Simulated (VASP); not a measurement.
A run of VASP 6.6.1 is set up as follows.

INCAR

```
SYSTEM = S
PREC = Accurate
ENCUT = 600
EDIFF = 1E-6
ISMEAR = -1
SIGMA = 0.08
LREAL = .False.
LASPH = .True.
NELM = 80
ALGO = Normal
ISIF = 3
LWAVE = .False.
LCHARG = .False.
GGA = PE
IBRION = 2
NSW = 60
EDIFFG = -0.005
PSTRESS = 1100.0
```

KPOINTS

```
Automatic mesh
0
Gamma
  19 19 19
  0 0 0
```

Contents of POSCAR:

```
S
1.0
    0.0000000000      1.6894196874      1.6894196874
    1.6894196874      0.0000000000      1.6894196874
    1.6894196874      1.6894196874      0.0000000000
S
1
Direct
    0.0000000000      0.0000000000      0.0000000000
```

Potentials or basis: VASP PAW PBE potentials, release 64 (S).

The run is started by

```bash
$ cat potpaw_PBE.64/S/POTCAR > POTCAR
$ mpirun -np 1 vasp_std > vasp.out
```

(1) What does it give for the band gap on the k mesh?

(2) Estimate the relaxed cell.

(3) Estimate the relaxed volume.

Answers

(1) zero (bands 3 and 4 overlap by 12.38 eV).

(2) a = 2.382 Å, b = 2.382 Å, c = 2.382 Å, α = 60.00°, β = 60.00°, γ = 60.00°.

(3) 9.56 Å³/atom.

Caveat: the cell is relaxed towards a set pressure, so the run minimises the enthalpy, not the energy.
